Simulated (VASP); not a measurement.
# Si16C15 (a cell with a defect) in VASP: relaxation of the atoms with PBE

Aim: the relaxation of the atoms of Si16C15 (a cell with a defect) with PBE.

All numbers are computed with VASP 6.6.1; they aren't measurements. Logs are shortened: lines on timing, memory, paths and dates and some standing lists are left out, and cuts for length are marked.

## 1. The cell of the first run

The cell holds a defect, 31 atoms: a = 7.586 Å, b = 7.586 Å, c = 7.586 Å, α = 109.47°, β = 109.47°, γ = 109.47°.

## 2. Relaxation of the atoms, PBE

INCAR reads:

```
SYSTEM = Si16C15
  PREC = Accurate
  ENCUT = 520
  EDIFF = 1E-7
  ISMEAR = -1
  SIGMA = 0.01
  LREAL = Auto
  LASPH = .True.
  NELM = 120
  ALGO = Normal
  ISIF = 2
  LWAVE = .False.
  LCHARG = .False.
  GGA = PE
  IBRION = 2
  NSW = 90
  EDIFFG = -0.02
  GGA_COMPAT = .False.
  NELMIN = 4
```

KPOINTS reads:

```
Automatic mesh
0
Gamma
  1 1 1
  0.25 0.25 0.25
```

POSCAR reads:

```
Si16C15
1.0
   -4.3797050000      4.3797050000     -4.3797050000
    4.3797050000      4.3797050000      4.3797050000
    4.3797050000     -4.3797050000     -4.3797050000
Si C
16 15
Direct
    0.0000000000      0.0000000000      0.7500000000
   -0.0043385500      0.2472698700      0.4993981400
   -0.0043439000      0.4977202100      0.2489299400
    0.0000000000      0.7500000000      0.0000000000
    0.2509744900      0.0011265500      0.4970327700
    0.2500000000      0.2500000000      0.2500000000
    0.2509668400      0.4953383500      0.0027795600
    0.2404267700      0.7407084100      0.7423759200
    0.5000000000      0.0000000000      0.2500000000
    0.5000000000      0.2500000000      0.0000000000
    0.5014186300      0.4971207100      0.7597957300
    0.5014465500      0.7581644800      0.4988081900
    0.7624452600      0.0017344300      0.0033750700
    0.7518983300      0.2515861000      0.7474848100
    0.7249930500      0.5027415500      0.5043765200
    0.7518888000      0.7458127900      0.2532473300
    0.5000000000      0.2500000000      0.2500000000
    0.0014273100      0.2494227400      0.7510887400
   -0.0217970000      0.4881279500      0.4898176600
    0.0014354300      0.7494235700      0.2510835300
    0.2500000000      0.0000000000      0.7500000000
    0.2500000000      0.2500000000      0.5000000000
    0.2500000000      0.5000000000      0.2500000000
    0.2500000000      0.7500000000      0.0000000000
    0.5014297300      0.0107256500      0.4891195200
    0.5014382900      0.4875026300      0.0123578600
    0.5014254800      0.7494095200      0.7510800700
    0.7561476100     -0.0064594700      0.2473579800
    0.7561850500      0.2457051800     -0.0048165800
    0.7536137100      0.5053218000      0.7617199800
    0.7535982500      0.7600724800      0.5069684900
```

Potentials or basis: VASP PAW PBE potentials, release 64 (Si, C).

Launch:

```bash
$ cat potpaw_PBE.64/Si/POTCAR potpaw_PBE.64/C/POTCAR > POTCAR
$ mpirun -np 1 vasp_std > vasp.out
```

OUTCAR:

```text
SYSTEM = Si16C15
   PREC = Accurate
   ENCUT = 520
   EDIFF = 1E-7
   ISMEAR = -1
   LREAL = Auto
   LASPH = .True.
   NELM = 120
   ISIF = 2
   GGA = PE
   IBRION = 2
   NSW = 90
   EDIFFG = -0.02
   NELMIN = 4

 ion  position               nearest neighbor table
   1  0.000  0.000  0.750-  31 1.84  18 1.89  21 1.90  13 3.04   7 3.07  16 3.08   2 3.08  15 3.09
                            12 3.09  14 3.10   8 3.10  10 3.10   6 3.10   4 3.10   5 3.12
   2  0.996  0.247  0.499-  28 1.89  18 1.89  19 1.90  22 1.92  14 3.05   8 3.06   9 3.07  13 3.07
                             1 3.08   3 3.10   5 3.11  16 3.11   7 3.12   6 3.12  11 3.13
   3  0.996  0.498  0.249-  29 1.89  20 1.89  19 1.90  23 1.92  16 3.05   8 3.06  10 3.07  13 3.07
                             2 3.10   4 3.10  14 3.11   7 3.11   6 3.11   5 3.12  12 3.13
   4  0.000  0.750  0.000-  30 1.84  24 1.90  20 1.90  13 3.03  15 3.08   5 3.08   8 3.09  14 3.09
                            11 3.09   9 3.10   6 3.10   1 3.10   3 3.10  16 3.11   7 3.13
   5  0.251  0.001  0.497-  22 1.88  20 1.89  25 1.90  21 1.92  12 3.06   6 3.07   9 3.07  11 3.07
                             4 3.08  16 3.09  14 3.10   2 3.11  10 3.12   3 3.12   1 3.12   8 3.13
   6  0.250  0.250  0.250-  17 1.90  22 1.90  23 1.90  15 2.95  13 3.02   7 3.05   5 3.07   4 3.10
                             9 3.10   1 3.10  10 3.10   3 3.11   2 3.12  12 3.15
   7  0.251  0.495  0.003-  23 1.87  18 1.89  26 1.90  24 1.94   6 3.05  11 3.06  10 3.06   1 3.07
                            12 3.07  14 3.09  16 3.10   3 3.11   2 3.12   9 3.13   4 3.13   8 3.13
   8  0.240  0.741  0.742-  24 1.91  21 1.92  27 1.94  19 1.94   2 3.06   3 3.06   4 3.09   1 3.10
                            11 3.13  12 3.13   5 3.13   7 3.13   9 3.14
   9  0.500  0.000  0.250-  25 1.78  24 1.90  17 1.90  28 1.97  12 3.04   2 3.07   5 3.07  14 3.08
                             4 3.10  10 3.10   6 3.10  15 3.12   7 3.13  16 3.13   8 3.14
  10  0.500  0.250  0.000-  26 1.77  21 1.90  17 1.90  29 1.97  11 3.02   7 3.06   3 3.07  16 3.07
                             1 3.10   9 3.10   6 3.10   5 3.12  14 3.12  15 3.13
  11  0.501  0.497  0.760-  30 1.89  22 1.92  27 1.94  26 1.94  15 2.97  10 3.02   7 3.06  16 3.06
                             5 3.07  14 3.07   4 3.09   8 3.13  13 3.13   2 3.13
  12  0.501  0.758  0.499-  31 1.89  23 1.92  27 1.94  25 1.94  15 2.97   9 3.04  14 3.06   5 3.06
                            16 3.07   7 3.07   1 3.09  13 3.13   8 3.13   3 3.13   6 3.15
  13  0.762  0.002  0.003-  29 1.89  28 1.89  27 1.94   6 3.02   4 3.03   1 3.04   3 3.07   2 3.07
                            12 3.13  11 3.13  14 3.13  16 3.13
  14  0.752  0.252  0.747-  29 1.88  30 1.89  18 1.89  25 1.90   2 3.05  12 3.06  15 3.07  11 3.07
                             9 3.08   4 3.09   7 3.09   1 3.10   5 3.10   3 3.11  10 3.12  13 3.13
  15  0.725  0.503  0.504-  17 1.86  31 1.88  30 1.88  19 2.00   6 2.95  12 2.97  11 2.97  16 3.07
                            14 3.07   4 3.08   1 3.09   9 3.12  10 3.13
  16  0.752  0.746  0.253-  28 1.88  31 1.89  20 1.89  26 1.90   3 3.05  11 3.06  15 3.07  10 3.07
                            12 3.07   1 3.08   5 3.09   7 3.10   4 3.11   2 3.11  13 3.13   9 3.13
  17  0.500  0.250  0.250-  15 1.86   9 1.90  10 1.90   6 1.90
  18  0.001  0.249  0.751-   1 1.89  14 1.89   7 1.89   2 1.89
  19  0.978  0.488  0.490-   2 1.90   3 1.90   8 1.94  15 2.00
  20  0.001  0.749  0.251-   3 1.89   5 1.89  16 1.89   4 1.90
  21  0.250  0.000  0.750-   1 1.90  10 1.90   5 1.92   8 1.92
  22  0.250  0.250  0.500-   5 1.88   6 1.90  11 1.92   2 1.92
  23  0.250  0.500  0.250-   7 1.87   6 1.90  12 1.92   3 1.92
  24  0.250  0.750  0.000-   4 1.90   9 1.90   8 1.91   7 1.94
  25  0.501  0.011  0.489-   9 1.78   5 1.90  14 1.90  12 1.94
  26  0.501  0.488  0.012-  10 1.77  16 1.90   7 1.90  11 1.94
  27  0.501  0.749  0.751-  11 1.94   8 1.94  12 1.94  13 1.94
  28  0.756  0.994  0.247-  16 1.88   2 1.89  13 1.89   9 1.97
  29  0.756  0.246  0.995-  14 1.88   3 1.89  13 1.89  10 1.97
  30  0.754  0.505  0.762-   4 1.84  15 1.88  14 1.89  11 1.89
  31  0.754  0.760  0.507-   1 1.84  15 1.88  16 1.89  12 1.89

  LATTYP: Found a body centered cubic cell.
 ALAT       =     8.7594100000

  Lattice vectors:

 A1 = (  -4.3797050000,   4.3797050000,  -4.3797050000)
 A2 = (   4.3797050000,   4.3797050000,   4.3797050000)
 A3 = (   4.3797050000,  -4.3797050000,  -4.3797050000)

Analysis of symmetry for initial positions (statically):
=====================================================================
 Subroutine PRICEL returns:
 Original cell was already a primitive cell.

 Routine SETGRP: Setting up the symmetry group for a
 body centered cubic supercell.

 Subroutine GETGRP returns: Found  1 space group operations
 (whereof  1 operations were pure point group operations)
 out of a pool of 48 trial point group operations.

The static configuration has the point symmetry C_1 .

[... 126 lines left out ...]
            Coordinates               Weight
  0.250000  0.250000  0.250000      2.000000
   k-points           NKPTS =      1   k-points in BZ     NKDIM =      1   number of bands    NBANDS=     78
   number of dos      NEDOS =    301   number of ions     NIONS =     31
   total plane-waves  NPLWV = 175616
   dimension x,y,z NGX =    56 NGY =   56 NGZ =   56
   dimension x,y,z NGXF=   112 NGYF=  112 NGZF=  112
   ions per type =              16  15
   NGX,Y,Z   is equivalent  to a cutoff of  12.27, 12.27, 12.27 a.u.
   NGXF,Y,Z  is equivalent  to a cutoff of  24.55, 24.55, 24.55 a.u.
 SYSTEM =  Si16C15
   PREC   = accura    normal or accurate (medium, high low for compatibility)
   ISTART =      0    job   : 0-new  1-cont  2-samecut
   ICHARG =      2    charge: 1-file 2-atom 10-const
   ISPIN  =      1    spin polarized calculation?
   LNONCOLLINEAR =      F non collinear calculations
   LSORBIT =      F    spin-orbit coupling
   LASPH  =      T    aspherical Exc in radial PAW
   ENCUT  =  520.0 eV  38.22 Ry    6.18 a.u.  14.10 14.10 14.10*2*pi/ulx,y,z
   NELM   =    120;   NELMIN=  4; NELMDL= -5     # of ELM steps
   EDIFF  = 0.1E-06   stopping-criterion for ELM
   LREAL  =      T    real-space projection
   EDIFFG = -.2E-01   stopping-criterion for IOM
   NSW    =     90    number of steps for IOM
   IBRION =      2    ionic relax: 0-MD 1-quasi-New 2-CG
   NFREE  =      1    steps in history (QN), initial steepest desc. (CG)
   ISIF   =      2    stress and relaxation
   ISYM   =      2    0-nonsym 1-usesym 2-fastsym
   POTIM  = 0.5000    time-step for ionic-motion
   TEBEG  =    0.0;   TEEND  =   0.0 temperature during run
   PSTRESS=    0.0 pullay stress
   NELECT =     124.0000    total number of electrons
   NUPDOWN=      -1.0000    fix difference up-down
   EMIN   =  10.00;   EMAX   =-10.00  energy-range for DOS
   EFERMI =   0.00;   METHOD = LEGACY
   ISMEAR =    -1;   SIGMA  =   0.01  broadening in eV -4-tet -1-fermi 0-gaus
   EFERMI_NEDOS =   21; number of points for ismear=-14 and -15
   IALGO  =     38    algorithm
   IMIX   =      4    mixing-type and parameters
     AMIX     =   0.40;   BMIX     =  1.00
     AMIX_MAG =   1.60;   BMIX_MAG =  1.00
  volume/ion in A,a.u.               =      10.84        73.15
  Fermi-wavevector in a.u.,A,eV,Ry     =   1.174223  2.218959 18.759704  1.378799
  Thomas-Fermi vector in A             =   2.310623
   LORBIT       =      0    0 simple, 1 ext, 2 COOP (PROOUT), +10 PAW based schemes
   GGA     = PE    functional components
   LHFCALC =     F    Hartree Fock is set to
   AEXX    =    0.0000 exact exchange contribution
   IVDW    =     0    specifies the selected vdW correction
   LEPSILON=     F    determine dielectric tensor
   LRPA    =     F    only Hartree local field effects (RPA)
 conjugate gradient relaxation of ions
 non-spin polarized calculation
  energy-cutoff  :      520.00
  volume of cell :      336.04
 maximum number of plane-waves:      9024
 NGX is ok and might be reduce to    56
   NGX = 29   NGY = 29   NGZ = 29

--------------------------------------- Ionic step        1  -------------------------------------------

 number of electron     123.9999995 magnetization

 Free energy of the ion-electron system (eV)
  ---------------------------------------------------
  ext. energy  EPLUGINS =         0.00000000
  ---------------------------------------------------
  free energy    TOTEN  =      -224.15864388 eV

  energy without entropy =     -224.13386084  energy(sigma->0) =     -224.14625236

------------------------ aborting loop because EDIFF is reached ----------------------------------------

  FORCE on cell =-STRESS in cart. coord.  units (eV):
  Direction    XX          YY          ZZ          XY          YZ          ZX
  --------------------------------------------------------------------------------------
  -------------------------------------------------------------------------------------
  Total        2.6346003      0.0626477     -0.4168164      3.8849353      4.0202623     -3.6480956
  in kB       12.5611892      0.2986905     -1.9872881     18.5225084     19.1677174    -17.3933095
  external PRESSURE =       3.6241972 kB  Pullay stress =       0.0000000 kB
[... 176 lines left out ...]
  FREE ENERGIE OF THE ION-ELECTRON SYSTEM (eV)
  ---------------------------------------------------
  free  energy   TOTEN  =      -224.8588530396 eV

  energy  without entropy=     -224.8369827982  energy(sigma->0) =     -224.84791792

[... ionic steps 4 to 17 ...]

--------------------------------------- Ionic step       18  -------------------------------------------

 number of electron     123.9999999 magnetization

------------------------ aborting loop because EDIFF is reached ----------------------------------------
[... 125 lines left out ...]
--------------------------------------- Ionic step       20  -------------------------------------------

 number of electron     123.9999999 magnetization

 Free energy of the ion-electron system (eV)
  ---------------------------------------------------
  ext. energy  EPLUGINS =         0.00000000
  ---------------------------------------------------
  free energy    TOTEN  =      -225.88871787 eV

  energy without entropy =     -225.88871787  energy(sigma->0) =     -225.88871787

 E-fermi :   9.2901     XC(G=0): -11.1912

 val. band max:        9.0154951933   @ k =   0.2500   0.2500   0.2500
 cond. band min:      10.3503656581   @ k =   0.2500   0.2500   0.2500
 fundamental gap:      1.3348704648
 Fermi energy:         9.2901102181

 k-point     1 :       0.2500    0.2500    0.2500
  band No.  band energies     occupation
      1      -6.3081      2.00000
      2      -6.3071      2.00000
      3      -6.2924      2.00000
      4      -5.9177      2.00000
      5      -3.6906      2.00000
      6      -3.6799      2.00000
[... 66 lines left out ...]
     73      11.9177      0.00000
     74      12.0071      0.00000
 [bands above 74 left out]

------------------------ aborting loop because EDIFF is reached ----------------------------------------

  FORCE on cell =-STRESS in cart. coord.  units (eV):
  Direction    XX          YY          ZZ          XY          YZ          ZX
  --------------------------------------------------------------------------------------
  -------------------------------------------------------------------------------------
  Total       10.8960815     -7.7656302     -7.7676865     -0.0024479      0.0376777      0.0187073
  in kB       51.9500961    -37.0247999    -37.0346037     -0.0116710      0.1796387      0.0891922
  external PRESSURE =      -7.3697692 kB  Pullay stress =       0.0000000 kB
[... 46 lines left out ...]
  FREE ENERGIE OF THE ION-ELECTRON SYSTEM (eV)
  ---------------------------------------------------
  free  energy   TOTEN  =      -225.8887178740 eV

  energy  without entropy=     -225.8887178740  energy(sigma->0) =     -225.88871787

 reached required accuracy - stopping structural energy minimisation
```

Run time: 20 min. Hardware: 1 thread of Oxide Virtual Turin-like, shared host; peak memory 0.41 GiB.

What came out:

- Free energy: -225.8887 eV
- Energy gained by relaxing: 55.8 meV/atom
- Ionic steps: 20
- Pressure after relaxing: -0.7 GPa
- Largest force after relaxing: 0.016 eV/Å
- Band gap on the k mesh: 1.33 eV

Forces in eV/Å, atoms in the order of the input:
```
Si   0.006 -0.010  0.000
Si  -0.006  0.000 -0.007
Si  -0.006  0.006 -0.001
Si   0.004  0.000  0.014
Si  -0.006  0.002  0.004
Si   0.001  0.007 -0.011
Si  -0.001 -0.002  0.004
Si   0.001  0.001  0.006
Si  -0.002 -0.002  0.001
Si  -0.009 -0.003  0.001
Si  -0.001  0.000 -0.013
Si   0.004  0.015 -0.002
Si   0.003  0.003 -0.004
Si  -0.003  0.000 -0.007
Si   0.007 -0.007  0.007
Si   0.001  0.008  0.000
C    0.007  0.005  0.000
C   -0.001  0.003 -0.003
C   -0.004 -0.002  0.003
C   -0.003  0.003 -0.006
C   -0.006 -0.006 -0.004
C    0.001  0.002  0.012
C    0.000 -0.009 -0.001
C   -0.006 -0.002  0.002
C   -0.004 -0.007 -0.003
C   -0.003  0.004  0.002
C    0.006 -0.009  0.006
C    0.000  0.001  0.004
C    0.003 -0.002 -0.002
C    0.009  0.004 -0.002
C    0.007 -0.002 -0.002
```

Step by step:
```csv
step,energy change (eV),largest force (eV/Å),pressure (GPa)
1,0.0000,2.9531,0.36
2,-0.5780,2.2684,0.20
3,-0.7002,1.1927,-0.01
4,-1.0165,1.1854,0.08
5,-1.0862,1.2633,0.20
6,-1.2616,1.0259,0.25
7,-1.3033,1.0489,0.32
8,-1.4846,0.5656,0.12
9,-1.5531,0.6926,-0.04
10,-1.6440,0.3335,-0.29
11,-1.6685,0.3293,-0.47
12,-1.7053,0.2357,-0.60
13,-1.7107,0.2812,-0.66
14,-1.7256,0.1326,-0.73
15,-1.7260,0.1110,-0.74
16,-1.7287,0.0669,-0.75
17,-1.7287,0.0664,-0.76
18,-1.7298,0.0318,-0.74
19,-1.7299,0.0240,-0.73
20,-1.7301,0.0158,-0.74
```

Final structure:
```
Si C
1.0
    -4.37971    4.37971   -4.37971
     4.37971    4.37971    4.37971
     4.37971   -4.37971   -4.37971
Si C
16 15
Direct
  0.99952 0.96964 0.74696
  0.99943 0.24706 0.50921
  0.99943 0.50809 0.24821
  0.99951 0.74580 0.97075
  0.24992 0.00151 0.49690
  0.22268 0.25247 0.25355
  0.24992 0.49574 0.00261
  0.26065 0.75171 0.75286
  0.49375 0.99721 0.24883
  0.49375 0.24771 0.99835
  0.50513 0.50288 0.75441
  0.50514 0.75324 0.50393
  0.77594 0.02914 0.03022
  0.74888 0.24523 0.75209
  0.73845 0.49053 0.49165
  0.74889 0.75095 0.24630
  0.47611 0.23790 0.23904
  0.99938 0.23740 0.76175
  0.99954 0.49937 0.50060
  0.99938 0.76065 0.23848
  0.25435 0.99571 0.74463
  0.25158 0.25517 0.51112
  0.25158 0.51000 0.25625
  0.25436 0.74349 0.99682
  0.49938 0.99926 0.50047
  0.49935 0.49926 0.00043
  0.52287 0.76128 0.76238
  0.74728 0.00305 0.25896
  0.74729 0.25788 0.00414
  0.74457 0.48852 0.74183
  0.74468 0.74074 0.48966
```

Caveat: the k points lie up to 1.01 Å⁻¹ apart, too coarse for converged energies, forces and pressures.
